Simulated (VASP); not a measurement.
Write the native input for VASP 6.6.1 that does the following.

```yaml
Task: single point
Functional: PBE
Potentials_or_basis: VASP PAW PBE potentials, release 64 (C)
Cutoff: 520 eV
k_mesh: 12 × 12 × 12
Occupations: gaussian, width 0.05 eV
Spin: no spin polarisation
Dipole_correction: no
Further_INCAR_settings: ALGO = Normal; EDIFF = 1e-07; NBANDS = 11
```

The structure of C lies in POSCAR:

```
C
1.0
    0.0000000000      1.8369020000      1.7566490000
    1.8369020000      0.0000000000      1.7566490000
    1.8369020000      1.8369020000      0.0000000000
C
2
Direct
    0.5000000000      0.5000000000      0.5000000000
    0.7500000000      0.7500000000      0.7500000000
```

This cell differs from its parent crystal: strain +0.030 along x and y, -0.015 along z.

One way to write it, as run:

INCAR

```
SYSTEM = C
PREC = Accurate
ENCUT = 520
EDIFF = 1E-7
ISMEAR = 0
SIGMA = 0.05
LREAL = .False.
LASPH = .True.
NELM = 60
ALGO = Normal
ISIF = 2
LWAVE = .False.
LCHARG = .True.
GGA = PE
LELF = .True.
LVHAR = .True.
NBANDS = 11
```

KPOINTS

```
Automatic mesh
0
Gamma
  12 12 12
  0 0 0
```

Potentials or basis: VASP PAW PBE potentials, release 64 (C).

Run with:

```console
$ cat potpaw_PBE.64/C/POTCAR > POTCAR
$ mpirun -np 1 vasp_std > vasp.out
```

It gave:

```
Pressure               : -15.5 GPa
Band gap on the k mesh : 2.98 eV, indirect (least direct gap 4.71 eV)
```

Caveat: the cell differs from its parent crystal (strain +0.030 along x and y, -0.015 along z).

Wall time 11 s on 1 thread of AMD EPYC 9R45 96-Core Processor (Zen 5), on a shared host, peak memory 0.1 GiB.
